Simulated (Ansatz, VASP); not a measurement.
**CdTe: VASP beside Ansatz**

The input POSCAR:

```
CdTe
1.0
    0.0000000000      3.2050000000      3.2050000000
    3.2050000000      0.0000000000      3.2050000000
    3.2050000000      3.2050000000      0.0000000000
Te Cd
1 1
Direct
    0.7500000000      0.7500000000      0.7500000000
    0.0000000000      0.0000000000      0.0000000000
```

The input INCAR.step1:

```
PREC     = Accurate       # precision mode
ENCUT    = 520            # plane-wave cutoff, eV
ISMEAR   = 0              # smearing method
SIGMA    = 0.01           # smearing width, eV
LREAL    = False          # projectors in reciprocal space
LASPH    = True           # aspherical terms in the spheres
NELM     = 80             # most SCF steps
NBANDS   = 16             # bands
GGA      = PE             # functional
ALGO     = Normal         # electronic algorithm
EDIFF    = 1E-4           # SCF threshold, eV
LWAVE    = True           # write WAVECAR
LCHARG   = False          # write CHGCAR
```

INCAR.step2

```
PREC     = Accurate       # precision mode
ENCUT    = 520            # plane-wave cutoff, eV
EDIFF    = 1E-6           # SCF threshold, eV
ISMEAR   = 0              # smearing method
SIGMA    = 0.01           # smearing width, eV
LREAL    = False          # projectors in reciprocal space
LASPH    = True           # aspherical terms in the spheres
NELM     = 80             # most SCF steps
ALGO     = Normal         # electronic algorithm
ISIF     = 2              # what is computed and relaxed
LWAVE    = False          # write WAVECAR
LCHARG   = False          # write CHGCAR
METAGGA  = R2SCAN         # meta-GGA
LMIXTAU  = True         
LUSE_VDW = True         
IVDW_NL  = 2            
BPARAM   = 11.95        
CPARAM   = 0.0093       
NBANDS   = 16             # bands
ISTART   = 1
```

KPOINTS

```
Automatic mesh
0
Gamma
  7 7 7
```

Contents of input.yaml:

```yaml
crystal:
  lattice:
    - [0.0, 3.205, 3.205]
    - [3.205, 0.0, 3.205]
    - [3.205, 3.205, 0.0]
  atoms:
    - { symbol: Te, position: [0.75, 0.75, 0.75] }
    - { symbol: Cd, position: [0.0, 0.0, 0.0] }
kpoints:
  mp_grid: { grid: [7, 7, 7] }
  band_path:
    path:
      - [0.0, 0.0, 0.0]
      - [0.5, 0.0, 0.5]
      - [0.5, 0.25, 0.75]
      - [0.375, 0.375, 0.75]
      - [0.0, 0.0, 0.0]
      - [0.5, 0.5, 0.5]
      - [0.625, 0.25, 0.625]
      - [0.5, 0.25, 0.75]
    npoints: 6
scf:
  occupations: { method: gaussian, width: 0.01 }
hamiltonian:
  xc: r2scan
  dispersion: rvv10
  pseudopotentials: { kind: all_electron, datasets: crystal }
output:
  forces: true
  stress: true
  eigenvalues: true
  fatbands: true
  dos: { projected: true, de: 0.1, e_range: [-14, 10] }
```

Alike in both runs: functional r2SCAN; dispersion rVV10; k mesh 7 × 7 × 7; occupations gaussian, width 0.01 eV; no spin polarisation.

|  | VASP | Ansatz |
| --- | --- | --- |
| version | VASP 6.6.1 | Ansatz 0.2.0 |
| potentials or method | VASP PAW PBE potentials, release 64 (Te, Cd), cutoff 520 eV | all-electron PAW datasets made for the crystal |
| task | single point | projected density of states |

|  | VASP | Ansatz | Ansatz less VASP |
| --- | --- | --- | --- |
| gap on the k mesh at the Fermi level (eV) | 1.34 | 1.35 | +0.012 |
| least direct gap on the mesh (eV) | 1.34 | 1.35 | +0.012 |
| pressure (GPa) | 2.7 | 2.4 | -0.31 |

VASP's potentials were made for PBE, not for r2SCAN. Ansatz ran all-electron here, and VASP with PAW potentials.

Spin-orbit coupling is off throughout. Noted on Ansatz's run: the program warned that the printed levels may be off, so bands, gaps and densities of states are rough.
